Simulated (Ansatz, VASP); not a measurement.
# K2PdC2: VASP beside Ansatz

File INCAR:

```
SYSTEM = K2PdC2
PREC = Accurate
ENCUT = 520
EDIFF = 1E-7
ISMEAR = 0
SIGMA = 0.05
LREAL = .False.
LASPH = .True.
NELM = 100
ALGO = Normal
ISIF = 2
LWAVE = .False.
LCHARG = .False.
GGA = CA
NBANDS = 26
```

Contents of KPOINTS:

```
regular mesh
0
Gamma
  9 9 6
  0 0 0
```

POSCAR

```
K2PdC2
1.0
    5.2624335418      0.0000000000      0.0000000000
   -2.6312167709      4.5574011329      0.0000000000
    0.0000000000      0.0000000000      4.9738245754
K Pd C
2 1 2
Direct
    0.6666666667      0.3333333333      0.7201982100
    0.3333333333      0.6666666667      0.2798017900
    0.0000000000      0.0000000000      0.0000000000
    0.0000000000      0.0000000000      0.6201967800
    0.0000000000      0.0000000000      0.3798032200
```

Input for Ansatz:

```yaml
crystal:
  lattice:
    - [5.2624335418, 0.0, 0.0]
    - [-2.6312167709, 4.5574011329, 0.0]
    - [0.0, 0.0, 4.9738245754]
  atoms:
    - { symbol: K, position: [0.6666666667, 0.3333333333, 0.72019821] }
    - { symbol: K, position: [0.3333333333, 0.6666666667, 0.27980179] }
    - { symbol: Pd, position: [0.0, 0.0, 0.0] }
    - { symbol: C, position: [0.0, 0.0, 0.62019678] }
    - { symbol: C, position: [0.0, 0.0, 0.37980322] }
basis:
  ecutwfc: 420
kpoints:
  mp_grid: { grid: [9, 9, 6] }
hamiltonian:
  xc: lda
scf:
  occupations: { method: gaussian, width: 0.05 }
output:
  forces: true
  stress: true
  eigenvalues: true
```

Alike in both runs: task single point; functional LDA; k mesh 9 × 9 × 6; occupations gaussian, width 0.05 eV; no spin polarisation.

|  | VASP | Ansatz |
| --- | --- | --- |
| version | VASP 6.6.1 | Ansatz 0.2.0 |
| potentials or method | VASP PAW LDA potentials, release 64 (K_sv, Pd, C), cutoff 520 eV | scalar-relativistic, plane waves, PAW |
| valence electrons in the cell | 36 | 44 |

Ansatz gave:

| Item | Value |
| --- | --- |
| gap on the k mesh at the Fermi level (eV) | 1.19 |
| least direct gap on the mesh (eV) | 1.20 |
| pressure (GPa) | 4.2 |
| traceless stress, the component that is largest in VASP (GPa) | 14.23 |
| rms of the force components (eV/Å) | 1.808 |

Task: Estimate VASP's values.

Result: gap on the k mesh at the Fermi level (eV): 1.19; least direct gap on the mesh (eV): 1.20; pressure (GPa): 4.3; traceless stress, the component that is largest in VASP (GPa): 14.36; rms of the force components (eV/Å): 1.849.

LDA's correlation is that of Perdew and Zunger in VASP and of Perdew and Wang (1992) in Ansatz. Atom by atom the forces differ by 0.041 eV/Å (rms over components). VASP's potentials hold 36 valence electrons a cell and Ansatz's 44, so a difference there can come from the potentials and not from the codes.
